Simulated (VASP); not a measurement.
# Sn (P6_3/mmc) in VASP: further runs, part 2 of 2

VASP 6.6.1. Earlier steps stand in the parts before.

### 3 Relaxation of cell and atoms, PBEsol

This run uses another cell than the first one: it holds 2 atoms, not 4.

File INCAR:

```
SYSTEM = Sn
PREC = Accurate
ENCUT = 600
EDIFF = 1E-6
ISMEAR = 0
SIGMA = 0.1
LREAL = .FALSE.
LASPH = .TRUE.
NELM = 100
ALGO = Fast
ISIF = 3
LWAVE = .FALSE.
LCHARG = .FALSE.
GGA = PS
IBRION = 2
NSW = 100
EDIFFG = -0.01
```

File KPOINTS:

```
regular mesh
0
G
  21 21 10
  0 0 0
```

File POSCAR:

```
Sn
1.0
    3.3224616504      0.0000000000      0.0000000000
   -1.6612308252      2.8773361923      0.0000000000
    0.0000000000      0.0000000000      5.4292235181
Sn
2
Direct
    0.3333333333      0.6666666667      0.2500000000
    0.6666666667      0.3333333333      0.7500000000
```

Potentials or basis: VASP PAW PBE potentials, release 64 (Sn_d).

Run with:

```console
$ cat potpaw_PBE.64/Sn_d/POTCAR > POTCAR
$ mpirun -np 1 vasp_std > vasp.out
```

OUTCAR:

```text
SYSTEM = Sn
   PREC = Accurate
   ENCUT = 600
   EDIFF = 1E-6
   ISMEAR = 0
   LREAL = .FALSE.
   LASPH = .TRUE.
   NELM = 100
   ISIF = 3
   GGA = PS
   IBRION = 2
   NSW = 100
   EDIFFG = -0.01

 ion  position               nearest neighbor table
   1  0.333  0.667  0.250-   2 3.32   2 3.32   2 3.32   2 3.32   2 3.32   2 3.32
   2  0.667  0.333  0.750-   1 3.32   1 3.32   1 3.32   1 3.32   1 3.32   1 3.32

  LATTYP: Found a hexagonal cell.
 ALAT       =     3.3224616504
 C/A-ratio  =     1.6340966697

  Lattice vectors:

 A1 = (   3.3224616504,   0.0000000000,   0.0000000000)
 A2 = (  -1.6612308252,   2.8773361923,   0.0000000000)
 A3 = (   0.0000000000,   0.0000000000,   5.4292235181)

Analysis of symmetry for initial positions (statically):
=====================================================================
 Subroutine PRICEL returns:
 Original cell was already a primitive cell.

 Routine SETGRP: Setting up the symmetry group for a
 hexagonal supercell.

 Subroutine GETGRP returns: Found 24 space group operations
 (whereof 12 operations were pure point group operations)
 out of a pool of 24 trial point group operations.

The static configuration has the point symmetry D_3d.
 The point group associated with its full space group is D_6h.

Analysis of symmetry for dynamics (positions and initial velocities):
=====================================================================
 Subroutine PRICEL returns:
 Original cell was already a primitive cell.

 Routine SETGRP: Setting up the symmetry group for a
 hexagonal supercell.

 Subroutine GETGRP returns: Found 24 space group operations
 (whereof 12 operations were pure point group operations)
 out of a pool of 24 trial point group operations.

The dynamic configuration has the point symmetry D_3d.
 The point group associated with its full space group is D_6h.

 Subroutine INISYM returns: Found 24 space group operations
 (whereof 12 operations are pure point group operations),
 and found     1 'primitive' translations

----------------------------------------------------------------------------------------

                                     Primitive cell

  volume of cell :      51.9025

  direct lattice vectors                    reciprocal lattice vectors
     3.322461650  0.000000000  0.000000000     0.300981653  0.173771838  0.000000000
    -1.661230825  2.877336192  0.000000000     0.000000000  0.347543677  0.000000000
     0.000000000  0.000000000  5.429223518     0.000000000  0.000000000  0.184188401

  length of vectors
     3.322461650  3.322461650  5.429223518     0.347543677  0.347543677  0.184188401

  position of ions in fractional coordinates (direct lattice)
     0.333333333  0.666666667  0.250000000
     0.666666667  0.333333333  0.750000000

  ion indices of the primitive-cell ions
   primitive index   ion index
                 1           1
                 2           2

----------------------------------------------------------------------------------------

[... 26 lines left out ...]
  0.000000  0.000000  0.000000      1.000000
  0.047619 -0.000000  0.000000      6.000000
  0.095238 -0.000000  0.000000      6.000000
  0.142857 -0.000000  0.000000      6.000000
  0.190476 -0.000000  0.000000      6.000000
  0.238095 -0.000000  0.000000      6.000000
[... 16 lines left out ...]
  0.142857  0.095238  0.000000     12.000000
  0.190476  0.095238  0.000000     12.000000
 [... further k-points ...]
   k-points           NKPTS =    288   k-points in BZ     NKDIM =    288   number of bands    NBANDS=     18
   number of dos      NEDOS =    301   number of ions     NIONS =      2
   total plane-waves  NPLWV =  37632
   dimension x,y,z NGX =    28 NGY =   28 NGZ =   48
   dimension x,y,z NGXF=    56 NGYF=   56 NGZF=   96
   ions per type =               2
   NGX,Y,Z   is equivalent  to a cutoff of  14.01, 14.01, 14.70 a.u.
   NGXF,Y,Z  is equivalent  to a cutoff of  28.02, 28.02, 29.40 a.u.
 SYSTEM =  Sn
   PREC   = accura    normal or accurate (medium, high low for compatibility)
   ISTART =      0    job   : 0-new  1-cont  2-samecut
   ICHARG =      2    charge: 1-file 2-atom 10-const
   ISPIN  =      1    spin polarized calculation?
   LNONCOLLINEAR =      F non collinear calculations
   LSORBIT =      F    spin-orbit coupling
   LASPH  =      T    aspherical Exc in radial PAW
   ENCUT  =  600.0 eV  44.10 Ry    6.64 a.u.   6.64  6.64 10.84*2*pi/ulx,y,z
   NELM   =    100;   NELMIN=  2; NELMDL= -5     # of ELM steps
   EDIFF  = 0.1E-05   stopping-criterion for ELM
   LREAL  =      F    real-space projection
   EDIFFG = -.1E-01   stopping-criterion for IOM
   NSW    =    100    number of steps for IOM
   IBRION =      2    ionic relax: 0-MD 1-quasi-New 2-CG
   NFREE  =      1    steps in history (QN), initial steepest desc. (CG)
   ISIF   =      3    stress and relaxation
   ISYM   =      2    0-nonsym 1-usesym 2-fastsym
   POTIM  = 0.5000    time-step for ionic-motion
   TEBEG  =    0.0;   TEEND  =   0.0 temperature during run
   PSTRESS=    0.0 pullay stress
   NELECT =      28.0000    total number of electrons
   NUPDOWN=      -1.0000    fix difference up-down
   EMIN   =  10.00;   EMAX   =-10.00  energy-range for DOS
   EFERMI =   0.00;   METHOD = LEGACY
   ISMEAR =     0;   SIGMA  =   0.10  broadening in eV -4-tet -1-fermi 0-gaus
   EFERMI_NEDOS =   21; number of points for ismear=-14 and -15
   IALGO  =     68    algorithm
   IMIX   =      4    mixing-type and parameters
     AMIX     =   0.40;   BMIX     =  1.00
     AMIX_MAG =   1.60;   BMIX_MAG =  1.00
  volume/ion in A,a.u.               =      25.95       175.13
  Fermi-wavevector in a.u.,A,eV,Ry     =   1.332697  2.518432 24.165051  1.776081
  Thomas-Fermi vector in A             =   2.461612
   LORBIT       =      0    0 simple, 1 ext, 2 COOP (PROOUT), +10 PAW based schemes
   GGA     = PS    functional components
   LHFCALC =     F    Hartree Fock is set to
   AEXX    =    0.0000 exact exchange contribution
   IVDW    =     0    specifies the selected vdW correction
   LEPSILON=     F    determine dielectric tensor
   LRPA    =     F    only Hartree local field effects (RPA)
 conjugate gradient relaxation of ions
 non-spin polarized calculation
 RMM-DIIS sequential band-by-band and
 Gauss-broadening in eV      SIGMA  =   0.10
  energy-cutoff  :      600.00
  volume of cell :       51.90
 maximum number of plane-waves:      1762
 NGX is ok and might be reduce to    28

--------------------------------------- Ionic step        1  -------------------------------------------

 number of electron      28.0000002 magnetization

 Free energy of the ion-electron system (eV)
  ---------------------------------------------------
  ext. energy  EPLUGINS =         0.00000000
  ---------------------------------------------------
  free energy    TOTEN  =        -8.48093214 eV

  energy without entropy =       -8.47642366  energy(sigma->0) =       -8.47867790

------------------------ aborting loop because EDIFF is reached ----------------------------------------

  FORCE on cell =-STRESS in cart. coord.  units (eV):
  Direction    XX          YY          ZZ          XY          YZ          ZX
  --------------------------------------------------------------------------------------
  -------------------------------------------------------------------------------------
  Total        0.1703617      0.1703617      0.2101886      0.0000000     -0.0000000      0.0000000
  in kB        5.2588918      5.2588918      6.4883062      0.0000000     -0.0000000      0.0000000
  external PRESSURE =       5.6686966 kB  Pullay stress =       0.0000000 kB
[... 167 lines left out ...]
--------------------------------------- Ionic step        6  -------------------------------------------

 number of electron      28.0000001 magnetization

 Free energy of the ion-electron system (eV)
  ---------------------------------------------------
  ext. energy  EPLUGINS =         0.00000000
  ---------------------------------------------------
  free energy    TOTEN  =        -8.48207526 eV

  energy without entropy =       -8.47686371  energy(sigma->0) =       -8.47946949

 E-fermi :   8.3590     XC(G=0): -10.6707

 val. band max:        8.3442058535   @ k =   0.3810   0.0476   0.0000
 cond. band min:       8.3673755138   @ k =   0.3810   0.1905   0.5000
 fundamental gap:      0.0231696603
 Fermi energy:         8.3590450945

 k-point     1 :       0.0000    0.0000    0.0000
  band No.  band energies     occupation
      1     -13.0688      2.00000
      2     -13.0687      2.00000
      3     -13.0563      2.00000
      4     -13.0563      2.00000
      5     -13.0443      2.00000
      6     -13.0443      2.00000
[... 481 lines left out ...]
      5     -13.0266      2.00000
      6     -12.9971      2.00000
[... 10 lines left out ...]
     17      14.2022      0.00000
     18      14.5547      0.00000

 [... further k-points ...]
[... 5 lines left out ...]
  --------------------------------------------------------------------------------------
  -------------------------------------------------------------------------------------
  Total       -0.0133792     -0.0133792      0.0117346      0.0000000     -0.0000000     -0.0000000
  in kB       -0.4084767     -0.4084767      0.3582646      0.0000000     -0.0000000     -0.0000000
  external PRESSURE =      -0.1528963 kB  Pullay stress =       0.0000000 kB
[... 17 lines left out ...]
  FREE ENERGIE OF THE ION-ELECTRON SYSTEM (eV)
  ---------------------------------------------------
  free  energy   TOTEN  =        -8.4820752634 eV

  energy  without entropy=       -8.4768637129  energy(sigma->0) =       -8.47946949

 reached required accuracy - stopping structural energy minimisation
```

OSZICAR:

```text
N       E                     dE             d eps       ncg     rms          rms(c)
DAV:   1     0.208239244303E+03    0.20824E+03   -0.16575E+04 10384   0.272E+03
DAV:   2     0.970577290257E+01   -0.19853E+03   -0.19632E+03 10372   0.471E+02
[... 45 lines left out ...]
DAV:   1    -0.848413027617E+01   -0.21326E-02   -0.59737E-02 11594   0.215E+00    0.231E-01
RMM:   2    -0.848281409605E+01    0.13162E-02   -0.28172E-03 11335   0.669E-01    0.141E-01
RMM:   3    -0.848206187773E+01    0.75222E-03   -0.11077E-03 11200   0.285E-01    0.162E-02
RMM:   4    -0.848206978282E+01   -0.79051E-05   -0.14783E-04 11683   0.157E-01    0.668E-03
RMM:   5    -0.848207455626E+01   -0.47734E-05   -0.55070E-05 13067   0.737E-02    0.207E-03
RMM:   6    -0.848207526340E+01   -0.70714E-06   -0.85071E-06 10128   0.307E-02
   6 F= -.84820753E+01 E0= -.84794695E+01  d E =-.117670E-03
```

It took 6.8 min on 1 thread of Intel Xeon 6975P-C (Granite Rapids), shared host; peak memory 0.4 GiB.

What came out:

```
Free energy                           : -8.4821 eV
Relaxed volume                        : 26.24 Å³/atom
Relaxed cell                          : a = 3.328 Å, b = 3.328 Å, c = 5.471 Å, α = 90.00°, β = 90.00°, γ = 120.00°
Space group after relaxing (to 0.1 Å) : P6_3/mmc (No. 194)
Energy gained by relaxing             : 0.6 meV/atom
Ionic steps                           : 6
Pressure after relaxing               : 0.0 GPa
Band gap on the k mesh                : zero (bands 14 and 15 overlap by 8.54 eV)
```

Step by step:
```tsv
step	energy change (eV)	largest force (eV/Å)	pressure (GPa)	volume (Å³)
1	0.0000	0.0000	0.57	51.90
2	-0.0010	0.0000	-0.19	52.60
3	-0.0010	0.0000	0.01	52.45
4	-0.0010	0.0000	-0.02	52.46
5	-0.0011	0.0000	-0.02	52.47
6	-0.0011	0.0000	-0.02	52.48
```

Final structure:
```cif
data_structure
_symmetry_space_group_name_H-M 'P 1'
_symmetry_Int_Tables_number 1
_cell_length_a 3.3282
_cell_length_b 3.3282
_cell_length_c 5.4705
_cell_angle_alpha 90.000
_cell_angle_beta 90.000
_cell_angle_gamma 120.000
_cell_volume 52.48
loop_
_atom_site_label
_atom_site_type_symbol
_atom_site_fract_x
_atom_site_fract_y
_atom_site_fract_z
_atom_site_occupancy
Sn1 Sn 0.33333 0.66667 0.25000 1
Sn2 Sn 0.66667 0.33333 0.75000 1
```

Caveat: the PAW data sets were made with another functional, which shifts forces and pressure a little; spin-orbit coupling is left out, which moves the levels of the heavy elements.
